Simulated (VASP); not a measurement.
# Si (a cell with a defect) in VASP: single point with LDA

Aim: the single point of Si (a cell with a defect) with LDA.

Program: VASP 6.6.1. These are calculated values, not measurements. Logs are shortened: lines on timing, memory, paths and dates and some standing lists are left out, and cuts for length are marked.

**1. The cell of the first run**

The cell holds a defect, 15 atoms: a = 7.640 Å, b = 7.640 Å, c = 7.640 Å, α = 60.00°, β = 60.00°, γ = 60.00°.

**2. Single point, LDA**

INCAR

```
PREC = Accurate
ENCUT = 520
EDIFF = 1E-7
ISMEAR = 0
SIGMA = 0.02
LREAL = Auto
LASPH = True
NELM = 100
ALGO = Normal
ISIF = 2
LWAVE = False
LCHARG = True
GGA = CA
LELF = True
LVHAR = True
NELECT = 58.0
NBANDS = 43
```

KPOINTS

```
Automatic mesh
0
Gamma
  3 3 3
```

POSCAR

```
Si
1.0
    0.0000000000      5.4019422852     -5.4019422852
    5.4019422852      5.4019422852      0.0000000000
    5.4019422852      0.0000000000     -5.4019422852
Si
15
Direct
   -0.0624999273      0.1875001521      0.1874997818
    0.1251634994      0.6239624235      0.1269117595
    0.6299133386      0.1287558184      0.1287558184
    0.6299128758      0.6125767040      0.1287551705
    0.1251634994      0.1269119446      0.6239624235
    0.1251634994      0.6239622384      0.6239624235
    0.6299125982      0.1287554482      0.6125764263
    0.6263254625      0.6245583203      0.6245583203
    0.2450873094      0.7624230846      0.2462448560
    0.2450867540      0.2462441155      0.2462441155
    0.7498365007      0.7510375502      0.2480882670
    0.2486744451      0.7504417459      0.7504417459
    0.2450869391      0.2462444857      0.7624240102
    0.7498364081      0.7510378278      0.7510376427
    0.7498365007      0.2480880819      0.7510375502
```

Potentials or basis: VASP PAW LDA potentials, release 64 (Si).

Run with:

```sh
$ cat potpaw_LDA.64/Si/POTCAR > POTCAR
$ mpirun -np 1 vasp_std > vasp.out
```

OUTCAR:

```text
PREC = Accurate
   ENCUT = 520
   EDIFF = 1E-7
   ISMEAR = 0
   LREAL = Auto
   LASPH = True
   NELM = 100
   ISIF = 2
   GGA = CA
   NELECT = 58.0

 ion  position               nearest neighbor table
   1  0.938  0.188  0.187-  10 2.87   3 2.87  13 2.87   4 2.87   7 2.87   9 2.87
   2  0.125  0.624  0.127-  11 2.34  12 2.35   9 2.36  10 2.36
   3  0.630  0.129  0.129-  11 2.36  15 2.36  10 2.40   1 2.87
   4  0.630  0.613  0.129-  14 2.36  11 2.36   9 2.40   1 2.87
   5  0.125  0.127  0.624-  15 2.34  12 2.35  13 2.36  10 2.36
   6  0.125  0.624  0.624-  14 2.34  12 2.35   9 2.36  13 2.36
   7  0.630  0.129  0.613-  14 2.36  15 2.36  13 2.40   1 2.87
   8  0.626  0.625  0.625-  14 2.35  11 2.35  15 2.35  12 2.36
   9  0.245  0.762  0.246-   2 2.36   6 2.36   4 2.40   1 2.87
  10  0.245  0.246  0.246-   2 2.36   5 2.36   3 2.40   1 2.87
  11  0.750  0.751  0.248-   2 2.34   8 2.35   4 2.36   3 2.36
  12  0.249  0.750  0.750-   6 2.35   2 2.35   5 2.35   8 2.36
  13  0.245  0.246  0.762-   5 2.36   6 2.36   7 2.40   1 2.87
  14  0.750  0.751  0.751-   6 2.34   8 2.35   4 2.36   7 2.36
  15  0.750  0.248  0.751-   5 2.34   8 2.35   7 2.36   3 2.36

  LATTYP: Found a face centered cubic cell.
 ALAT       =    10.8038845704

  Lattice vectors:

 A1 = (   0.0000000000,   5.4019422852,  -5.4019422852)
 A2 = (   5.4019422852,   5.4019422852,   0.0000000000)
 A3 = (   5.4019422852,   0.0000000000,  -5.4019422852)

Analysis of symmetry for initial positions (statically):
=====================================================================
 Subroutine PRICEL returns:
 Original cell was already a primitive cell.

 Routine SETGRP: Setting up the symmetry group for a
 face centered cubic supercell.

 Subroutine GETGRP returns: Found 12 space group operations
 (whereof  2 operations were pure point group operations)
 out of a pool of 48 trial point group operations.

The static configuration has the point symmetry C_1h.
 The point group associated with its full space group is D_3d.

Analysis of symmetry for dynamics (positions and initial velocities):
=====================================================================
 Subroutine PRICEL returns:
 Original cell was already a primitive cell.

 Routine SETGRP: Setting up the symmetry group for a
 face centered cubic supercell.

[... 125 lines left out ...]
   EMIN   =  10.00;   EMAX   =-10.00  energy-range for DOS
   EFERMI =   0.00;   METHOD = LEGACY
   ISMEAR =     0;   SIGMA  =   0.02  broadening in eV -4-tet -1-fermi 0-gaus
   EFERMI_NEDOS =   21; number of points for ismear=-14 and -15
   IALGO  =     38    algorithm
   IMIX   =      4    mixing-type and parameters
     AMIX     =   0.40;   BMIX     =  1.00
     AMIX_MAG =   1.60;   BMIX_MAG =  1.00
  volume/ion in A,a.u.               =      21.02       141.84
  Fermi-wavevector in a.u.,A,eV,Ry     =   0.931088  1.759502 11.795238  0.866926
  Thomas-Fermi vector in A             =   2.057545
   LORBIT       =      0    0 simple, 1 ext, 2 COOP (PROOUT), +10 PAW based schemes
   GGA     = CA    functional components
   LHFCALC =     F    Hartree Fock is set to
   AEXX    =    0.0000 exact exchange contribution
   IVDW    =     0    specifies the selected vdW correction
   LEPSILON=     F    determine dielectric tensor
   LRPA    =     F    only Hartree local field effects (RPA)
 non-spin polarized calculation
 Gauss-broadening in eV      SIGMA  =   0.02
  energy-cutoff  :      520.00
  volume of cell :      315.27
 maximum number of plane-waves:      8492
 NGX is ok and might be reduce to    60
   NGX = 29   NGY = 29   NGZ = 29

 number of electron      58.0000000 magnetization

 Free energy of the ion-electron system (eV)
  ---------------------------------------------------
  ext. energy  EPLUGINS =         0.00000000
  ---------------------------------------------------
  free energy    TOTEN  =       -94.95976389 eV

  energy without entropy =      -94.95819347  energy(sigma->0) =      -94.95897868

 E-fermi :   4.6127     XC(G=0):  -9.3792

 val. band max:        4.5278263492   @ k =  -0.3333   0.3333   0.0000
 cond. band min:       4.6263815508   @ k =   0.0000  -0.3333   0.3333
 fundamental gap:      0.0985552016
 Fermi energy:         4.6127001438

 k-point     1 :       0.0000    0.0000    0.0000
  band No.  band energies     occupation
      1      -6.3609      2.00000
      2      -4.1567      2.00000
      3      -4.1567      2.00000
      4      -3.9713      2.00000
      5      -3.5727      2.00000
      6      -2.3465      2.00000
[... 253 lines left out ...]
     40       8.8534      0.00000
     41       9.1038      0.00000
 [bands above 41 left out]

------------------------ aborting loop because EDIFF is reached ----------------------------------------

  FORCE on cell =-STRESS in cart. coord.  units (eV):
  Direction    XX          YY          ZZ          XY          YZ          ZX
  --------------------------------------------------------------------------------------
  -------------------------------------------------------------------------------------
  Total      -28.3385686    -28.3385686    -28.3385686      1.8051722      1.8051722     -1.8051722
  in kB     -144.0153145   -144.0153145   -144.0153145      9.1738031      9.1738031     -9.1738031
  external PRESSURE =    -144.0153145 kB  Pullay stress =       0.0000000 kB

 VOLUME and BASIS-vectors are now :
 -----------------------------------------------------------------------------
  energy-cutoff  :      520.00
  volume of cell :      315.27
      direct lattice vectors                 reciprocal lattice vectors
     0.000000000  5.401942285 -5.401942285    -0.092559301  0.092559301 -0.092559301
     5.401942285  5.401942285  0.000000000     0.092559301  0.092559301  0.092559301
     5.401942285  0.000000000 -5.401942285     0.092559301 -0.092559301 -0.092559301

 POSITION                                       TOTAL-FORCE (eV/Angst)
 -----------------------------------------------------------------------------------
      2.02573      6.07719     -6.07718         0.000000     -0.000000      0.000000
      4.05618      4.04673     -1.36170         0.009827     -0.009827      0.001784
      1.39106      4.09829     -4.09829         0.018853      0.003634     -0.003634
      4.00463      6.71186     -4.09828        -0.003634     -0.018853     -0.003634
      4.05618      1.36170     -4.04673         0.009827     -0.001784      0.009827
      6.74122      4.04673     -4.04673         0.001784     -0.009827      0.009827
      4.00463      4.09828     -6.71185        -0.003634      0.003634      0.018853
      6.74766      6.75720     -6.75720         0.024045     -0.024045      0.024045
      5.44877      5.44251     -2.65415         0.003634      0.018853      0.003634
      2.66039      2.65414     -2.65414        -0.018853     -0.003634      0.003634
      5.39722      8.10764     -5.39073        -0.009827      0.009827     -0.001784
      8.10769      5.39717     -5.39717        -0.024045      0.024045     -0.024045
      5.44877      2.65414     -5.44252         0.003634     -0.003634     -0.018853
      8.11412      8.10764     -8.10763        -0.001784      0.009827     -0.009827
      5.39722      5.39073     -8.10764        -0.009827      0.001784     -0.009827
 -----------------------------------------------------------------------------------
    total drift:                                0.000486      0.001246     -0.000235

  FREE ENERGIE OF THE ION-ELECTRON SYSTEM (eV)
  ---------------------------------------------------
  free  energy   TOTEN  =       -94.9597638854 eV

  energy  without entropy=      -94.9581934738  energy(sigma->0) =      -94.95897868
```

stdout:

```text
POSCAR found type information on POSCAR Si
 POSCAR found :  1 types and      15 ions
 scaLAPACK will be used
 LDA part: xc-table for (Slater(with rela. corr.)+CA(PZ))
 , standard interpolation
 POSCAR, INCAR and KPOINTS ok, starting setup
 FFT: planning ... GRIDC
 FFT: planning ... GRID_SOFT
 FFT: planning ... GRID
 WAVECAR not read
 entering main loop
 the old and the new charge density differ
 old charge density:    60.00000 new   58.00000
    0.125E+01
```

Wall time 65 s (1 thread of Intel Xeon 6975P-C (Granite Rapids), shared host); peak memory 0.36 GiB.

Results:

```
Free energy   : -94.9598 eV
Largest force : 0.042 eV/Å
```

Forces on the atoms (eV/Å):
```
Si   0.000  0.000  0.000
Si   0.010 -0.010  0.002
Si   0.019  0.004 -0.004
Si  -0.004 -0.019 -0.004
Si   0.010 -0.002  0.010
Si   0.002 -0.010  0.010
Si  -0.004  0.004  0.019
Si   0.024 -0.024  0.024
Si   0.004  0.019  0.004
Si  -0.019 -0.004  0.004
Si  -0.010  0.010 -0.002
Si  -0.024  0.024 -0.024
Si   0.004 -0.004 -0.019
Si  -0.002  0.010 -0.010
Si  -0.010  0.002 -0.010
```

Caveat: the cell carries a net charge on a neutralising background, which shifts energy and pressure; the cell is charged against a uniform background, so pressure and absolute levels hang on convention.
